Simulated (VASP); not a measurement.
# AlRu (Pm-3m) in VASP: further runs

Runs on AlRu. Level: PBE. Tasks: single point.

Program: VASP 6.6.1. These are calculated values, not measurements. Logs are shortened: lines on timing, memory, paths and dates and some standing lists are left out, and cuts for length are marked.

### 1 The cell of the first run

The structure is cubic, space group Pm-3m (No. 221). Conventional cell: a = 2.992 Å, b = 2.992 Å, c = 2.992 Å, α = 90.00°, β = 90.00°, γ = 90.00°. Ru (site symmetry m-3m) has 8 Al at 2.59 Å and 6 Ru at 2.99 Å within 3.4 Å. Within 3.4 Å of Al (site symmetry m-3m) lie 8 Ru at 2.59 Å and 6 Al at 2.99 Å.

### 2 Single point, PBE

The input, INCAR:

```
PREC = Accurate ; ENCUT = 520
EDIFF = 1E-6 ; ISMEAR = 0
SIGMA = 0.017 ; LREAL = False
LASPH = True ; NELM = 100
ALGO = Normal ; ISIF = 2
LWAVE = False ; LCHARG = True
GGA = PE ; LELF = True
LVHAR = True ; NBANDS = 16
```

The input, KPOINTS:

```
Automatic mesh
0
Gamma
  9 9 9
```

The input, POSCAR:

```
AlRu
1.0
    2.9916000000      0.0000000000      0.0000000000
    0.0000000000      2.9916000000      0.0000000000
    0.0000000000      0.0000000000      2.9916000000
Ru Al
1 1
Direct
    0.5000000000      0.5000000000      0.5000000000
    0.0000000000      0.0000000000      0.0000000000
```

Potentials or basis: VASP PAW PBE potentials, release 64 (Ru_pv, Al).

The run is started by

```bash
$ cat potpaw_PBE.64/Ru_pv/POTCAR potpaw_PBE.64/Al/POTCAR > POTCAR
$ mpirun -np 1 vasp_std > vasp.out
```

OUTCAR:

```text
PREC = Accurate
   ENCUT = 520
   EDIFF = 1E-6
   ISMEAR = 0
   LREAL = False
   LASPH = True
   NELM = 100
   ISIF = 2
   GGA = PE

 ion  position               nearest neighbor table
   1  0.500  0.500  0.500-   2 2.59   2 2.59   2 2.59   2 2.59   2 2.59   2 2.59   2 2.59   2 2.59

   2  0.000  0.000  0.000-   1 2.59   1 2.59   1 2.59   1 2.59   1 2.59   1 2.59   1 2.59   1 2.59

  LATTYP: Found a simple cubic cell.
 ALAT       =     2.9916000000

  Lattice vectors:

 A1 = (   2.9916000000,   0.0000000000,   0.0000000000)
 A2 = (   0.0000000000,   2.9916000000,   0.0000000000)
 A3 = (   0.0000000000,   0.0000000000,   2.9916000000)

Analysis of symmetry for initial positions (statically):
=====================================================================
 Subroutine PRICEL returns:
 Original cell was already a primitive cell.

 Routine SETGRP: Setting up the symmetry group for a
 simple cubic supercell.

 Subroutine GETGRP returns: Found 48 space group operations
 (whereof 48 operations were pure point group operations)
 out of a pool of 48 trial point group operations.

The static configuration has the point symmetry O_h .

Analysis of symmetry for dynamics (positions and initial velocities):
=====================================================================
 Subroutine PRICEL returns:
 Original cell was already a primitive cell.

 Routine SETGRP: Setting up the symmetry group for a
 simple cubic supercell.

 Subroutine GETGRP returns: Found 48 space group operations
 (whereof 48 operations were pure point group operations)
 out of a pool of 48 trial point group operations.

The dynamic configuration has the point symmetry O_h .

 Subroutine INISYM returns: Found 48 space group operations
 (whereof 48 operations are pure point group operations),
 and found     1 'primitive' translations

----------------------------------------------------------------------------------------

                                     Primitive cell

  volume of cell :      26.7738

  direct lattice vectors                    reciprocal lattice vectors
     2.991600000  0.000000000  0.000000000     0.334269287  0.000000000  0.000000000
     0.000000000  2.991600000  0.000000000     0.000000000  0.334269287  0.000000000
     0.000000000  0.000000000  2.991600000     0.000000000  0.000000000  0.334269287

  length of vectors
     2.991600000  2.991600000  2.991600000     0.334269287  0.334269287  0.334269287

  position of ions in fractional coordinates (direct lattice)
     0.500000000  0.500000000  0.500000000
     0.000000000  0.000000000  0.000000000

  ion indices of the primitive-cell ions
   primitive index   ion index
                 1           1
                 2           2

----------------------------------------------------------------------------------------

 KPOINTS: Automatic mesh

Automatic generation of k-mesh.
 Grid dimensions read from file:
 generate k-points for:    9    9    9

 Generating k-lattice:

  Cartesian coordinates                     Fractional coordinates (reciprocal lattice)
     0.037141032  0.000000000  0.000000000     0.111111111  0.000000000  0.000000000
     0.000000000  0.037141032  0.000000000     0.000000000  0.111111111  0.000000000
     0.000000000  0.000000000  0.037141032     0.000000000  0.000000000  0.111111111

  Length of vectors
     0.037141032  0.037141032  0.037141032

  Shift w.r.t. Gamma in fractional coordinates (k-lattice)
     0.000000000  0.000000000  0.000000000

 Subroutine IBZKPT returns following result:
 ===========================================

 Found     35 irreducible k-points:

 Following reciprocal coordinates:
            Coordinates               Weight
  0.000000  0.000000  0.000000      1.000000
  0.111111  0.000000  0.000000      6.000000
  0.222222  0.000000  0.000000      6.000000
  0.333333  0.000000  0.000000      6.000000
  0.444444  0.000000  0.000000      6.000000
  0.111111  0.111111  0.000000     12.000000
[... 16 lines left out ...]
  0.333333  0.333333  0.111111     24.000000
  0.444444  0.333333  0.111111     48.000000
 [... further k-points ...]
   k-points           NKPTS =     35   k-points in BZ     NKDIM =     35   number of bands    NBANDS=     16
   number of dos      NEDOS =    301   number of ions     NIONS =      2
   total plane-waves  NPLWV =  13824
   dimension x,y,z NGX =    24 NGY =   24 NGZ =   24
   dimension x,y,z NGXF=    48 NGYF=   48 NGZF=   48
   ions per type =               1   1
   NGX,Y,Z   is equivalent  to a cutoff of  13.34, 13.34, 13.34 a.u.
   NGXF,Y,Z  is equivalent  to a cutoff of  26.67, 26.67, 26.67 a.u.
 SYSTEM =  unknown system
   PREC   = accura    normal or accurate (medium, high low for compatibility)
   ISTART =      0    job   : 0-new  1-cont  2-samecut
   ICHARG =      2    charge: 1-file 2-atom 10-const
   ISPIN  =      1    spin polarized calculation?
   LNONCOLLINEAR =      F non collinear calculations
   LSORBIT =      F    spin-orbit coupling
   LASPH  =      T    aspherical Exc in radial PAW
   ENCUT  =  520.0 eV  38.22 Ry    6.18 a.u.   5.56  5.56  5.56*2*pi/ulx,y,z
   NELM   =    100;   NELMIN=  2; NELMDL= -5     # of ELM steps
   EDIFF  = 0.1E-05   stopping-criterion for ELM
   LREAL  =      F    real-space projection
   EDIFFG = 0.1E-04   stopping-criterion for IOM
   NSW    =      0    number of steps for IOM
   IBRION =     -1    ionic relax: 0-MD 1-quasi-New 2-CG
   NFREE  =      0    steps in history (QN), initial steepest desc. (CG)
   ISIF   =      2    stress and relaxation
   ISYM   =      2    0-nonsym 1-usesym 2-fastsym
   POTIM  = 0.5000    time-step for ionic-motion
   TEBEG  =    0.0;   TEEND  =   0.0 temperature during run
   PSTRESS=    0.0 pullay stress
   NELECT =      17.0000    total number of electrons
   NUPDOWN=      -1.0000    fix difference up-down
   EMIN   =  10.00;   EMAX   =-10.00  energy-range for DOS
   EFERMI =   0.00;   METHOD = LEGACY
   ISMEAR =     0;   SIGMA  =   0.02  broadening in eV -4-tet -1-fermi 0-gaus
   EFERMI_NEDOS =   21; number of points for ismear=-14 and -15
   IALGO  =     38    algorithm
   IMIX   =      4    mixing-type and parameters
     AMIX     =   0.40;   BMIX     =  1.00
     AMIX_MAG =   1.60;   BMIX_MAG =  1.00
  volume/ion in A,a.u.               =      13.39        90.34
  Fermi-wavevector in a.u.,A,eV,Ry     =   1.407087  2.659009 26.938090  1.979894
  Thomas-Fermi vector in A             =   2.529382
   LORBIT       =      0    0 simple, 1 ext, 2 COOP (PROOUT), +10 PAW based schemes
   GGA     = PE    functional components
   LHFCALC =     F    Hartree Fock is set to
   AEXX    =    0.0000 exact exchange contribution
   IVDW    =     0    specifies the selected vdW correction
   LEPSILON=     F    determine dielectric tensor
   LRPA    =     F    only Hartree local field effects (RPA)
 non-spin polarized calculation
 Gauss-broadening in eV      SIGMA  =   0.02
  energy-cutoff  :      520.00
  volume of cell :       26.77
 maximum number of plane-waves:       739
 NGX is ok and might be reduce to    24
   NGX = 11   NGY = 11   NGZ = 11

 number of electron      16.9999995 magnetization

 Free energy of the ion-electron system (eV)
  ---------------------------------------------------
  ext. energy  EPLUGINS =         0.00000000
  ---------------------------------------------------
  free energy    TOTEN  =       -14.25153461 eV

  energy without entropy =      -14.25092193  energy(sigma->0) =      -14.25122827

 E-fermi :  10.6156     XC(G=0): -12.5691

 val. band max:       10.5992639063   @ k =   0.4444   0.4444   0.1111
 cond. band min:      10.6188095148   @ k =   0.4444   0.4444   0.1111
 fundamental gap:      0.0195456086
 Fermi energy:        10.6156139136

 k-point     1 :       0.0000    0.0000    0.0000
  band No.  band energies     occupation
      1     -31.0849      2.00000
      2     -31.0849      2.00000
      3     -31.0849      2.00000
      4       1.0425      2.00000
      5       7.1410      2.00000
      6       7.1410      2.00000
[... 8 lines left out ...]
     15      22.7758      0.00000
     16      25.8243      0.00000

 k-point     2 :       0.1111    0.0000    0.0000
  band No.  band energies     occupation
      1     -31.1096      2.00000
      2     -31.0829      2.00000
      3     -31.0829      2.00000
      4       1.2786      2.00000
      5       7.2165      2.00000
      6       7.2231      2.00000
[... 8 lines left out ...]
     15      22.7767      0.00000
     16      26.5889      0.00000

 k-point     3 :       0.2222    0.0000    0.0000
  band No.  band energies     occupation
      1     -31.1717      2.00000
      2     -31.0776      2.00000
      3     -31.0776      2.00000
      4       1.9613      2.00000
      5       7.2740      2.00000
      6       7.4425      2.00000
[... 8 lines left out ...]
     15      23.3643      0.00000
     16      27.7014      0.00000

 k-point     4 :       0.3333    0.0000    0.0000
  band No.  band energies     occupation
      1     -31.2418      2.00000
      2     -31.0716      2.00000
      3     -31.0716      2.00000
      4       3.0184      2.00000
      5       6.8535      2.00000
      6       7.7162      2.00000
[... 8 lines left out ...]
     15      23.8314      0.00000
     16      25.6667      0.00000
[... 324 lines left out ...]
 k-point    22 :       0.4444    0.2222    0.1111
  band No.  band energies     occupation
      1     -31.2734      2.00000
      2     -31.1486      2.00000
      3     -31.0836      2.00000
      4       4.8292      2.00000
      5       6.2981      2.00000
      6       8.2283      2.00000
[... 8 lines left out ...]
     15      22.7786      0.00000
     16      24.5779      0.00000

 k-point    23 :       0.3333    0.3333    0.1111
  band No.  band energies     occupation
      1     -31.2227      2.00000
      2     -31.2192      2.00000
      3     -31.0815      2.00000
      4       4.4587      2.00000
      5       7.0395      2.00000
      6       8.2179      2.00000
[... 8 lines left out ...]
     15      24.1757      0.00000
     16      25.2190      0.00000

 k-point    24 :       0.4444    0.3333    0.1111
  band No.  band energies     occupation
      1     -31.2647      2.00000
      2     -31.2156      2.00000
      3     -31.0773      2.00000
      4       4.8764      2.00000
      5       6.9532      2.00000
      6       8.1920      2.00000
[... 8 lines left out ...]
     15      23.7639      0.00000
     16      24.2636      0.00000

 [... further k-points ...]

------------------------ aborting loop because EDIFF is reached ----------------------------------------

  FORCE on cell =-STRESS in cart. coord.  units (eV):
  Direction    XX          YY          ZZ          XY          YZ          ZX
  --------------------------------------------------------------------------------------
  -------------------------------------------------------------------------------------
  Total        0.4167276      0.4167276      0.4167276     -0.0000000     -0.0000000      0.0000000
  in kB       24.9374644     24.9374644     24.9374644     -0.0000000     -0.0000000      0.0000000
  external PRESSURE =      24.9374644 kB  Pullay stress =       0.0000000 kB

 VOLUME and BASIS-vectors are now :
 -----------------------------------------------------------------------------
  energy-cutoff  :      520.00
  volume of cell :       26.77
      direct lattice vectors                 reciprocal lattice vectors
     2.991600000  0.000000000  0.000000000     0.334269287  0.000000000  0.000000000
     0.000000000  2.991600000  0.000000000     0.000000000  0.334269287  0.000000000
     0.000000000  0.000000000  2.991600000     0.000000000  0.000000000  0.334269287

 POSITION                                       TOTAL-FORCE (eV/Angst)
 -----------------------------------------------------------------------------------
      1.49580      1.49580      1.49580         0.000000      0.000000      0.000000
      0.00000      0.00000      0.00000         0.000000      0.000000      0.000000
 -----------------------------------------------------------------------------------
    total drift:                                0.000000     -0.000000     -0.000000

  FREE ENERGIE OF THE ION-ELECTRON SYSTEM (eV)
  ---------------------------------------------------
  free  energy   TOTEN  =       -14.2515346098 eV

  energy  without entropy=      -14.2509219338  energy(sigma->0) =      -14.25122827
```

Run time: 10 s. Hardware: 1 thread of Intel Xeon Platinum 8259CL at 2.50GHz (Skylake/Cascade Lake), shared host; peak memory 0.14 GiB.

What came out:

| Item | Value |
| --- | --- |
| Free energy | -14.2515 eV |
| Pressure | 2.5 GPa |

### 3 Single point, PBE

The input, INCAR:

```
SYSTEM = AlRu
PREC = Accurate
ENCUT = 520
EDIFF = 1E-7
ISMEAR = 0
SIGMA = 0.018000000000000002
LREAL = .False.
LASPH = .True.
NELM = 60
ALGO = Normal
ISIF = 2
LWAVE = .False.
LCHARG = .True.
GGA = PE
LELF = .True.
LVHAR = .True.
NBANDS = 16
```

The input, KPOINTS:

```
Automatic mesh
0
Gamma
  9 9 9
  0 0 0
```

POSCAR is that of step 2.

Potentials or basis: VASP PAW PBE potentials, release 64 (Ru_pv, Al).

The run is started by

```bash
$ cat potpaw_PBE.64/Ru_pv/POTCAR potpaw_PBE.64/Al/POTCAR > POTCAR
$ mpirun -np 1 vasp_std > vasp.out
```

Wall time 15 s (1 thread of Intel Xeon Platinum 8259CL at 2.50GHz (Skylake/Cascade Lake), shared host); peak memory 0.14 GiB.

Results (log left out):

| Property | Result |
| --- | --- |
| Free energy | -14.2516 eV |
| Pressure | 2.4 GPa |

Levels at points of the mesh, in eV from the Fermi level:
| k point | band 6 | band 7 | band 8 | band 9 | band 10 | band 11 | band 12 | band 13 |
| --- | --- | --- | --- | --- | --- | --- | --- | --- |
| (0.00, 0.00, 0.00) | -3.47 | 0.25 | 0.25 | 0.25 | 6.18 | 6.18 | 6.18 | 11.07 |

### 4 Single point, PBE

The input, INCAR:

```
PREC     = Accurate       # precision mode
ENCUT    = 520            # plane-wave cutoff, eV
EDIFF    = 1E-6           # SCF threshold, eV
ISMEAR   = 0              # smearing method
SIGMA    = 0.019000000000000003 # smearing width, eV
LREAL    = F              # projectors in reciprocal space
LASPH    = T              # aspherical terms in the spheres
NELM     = 100            # most SCF steps
ALGO     = Normal         # electronic algorithm
ISIF     = 2              # what is computed and relaxed
LWAVE    = F              # write WAVECAR
LCHARG   = F              # write CHGCAR
GGA      = PE             # functional
NBANDS   = 16             # bands
```

The input, KPOINTS:

```
Automatic mesh
0
Gamma
  9 9 9
```

POSCAR is that of step 3.

The run is started by

```bash
$ cat potpaw_PBE.64/Ru_pv/POTCAR potpaw_PBE.64/Al/POTCAR > POTCAR
$ mpirun -np 1 vasp_std > vasp.out
```

It took 10 s on 1 thread of Intel Xeon Platinum 8259CL at 2.50GHz (Skylake/Cascade Lake), shared host; peak memory 0.14 GiB.

It converged, with:

```
Free energy : -14.2516 eV
Pressure    : 2.5 GPa
```

Levels at points of the mesh, in eV from the Fermi level:
| k point | band 7 | band 8 | band 9 | band 10 | band 11 | band 12 |
| --- | --- | --- | --- | --- | --- | --- |
| (0.00, 0.00, 0.00) | 0.25 | 0.25 | 0.25 | 6.18 | 6.18 | 6.18 |

### 5 Summary

```csv
smearing,gap on the mesh (eV),pressure (GPa)
gaussian 0.017 eV,none,2.5
gaussian 0.018 eV,none,2.4
gaussian 0.019 eV,none,2.5
```

Alike in all rows: task single point; level PBE; potentials or basis VASP PAW PBE potentials, release 64 (Ru_pv, Al); no spin polarisation; cell as given; k mesh 9 × 9 × 9; cutoff (eV) 520.

Every run on the cell as given and a fine mesh finds a metal.

Total energies depend on the potentials used, so only differences within one code and one set of settings carry meaning.
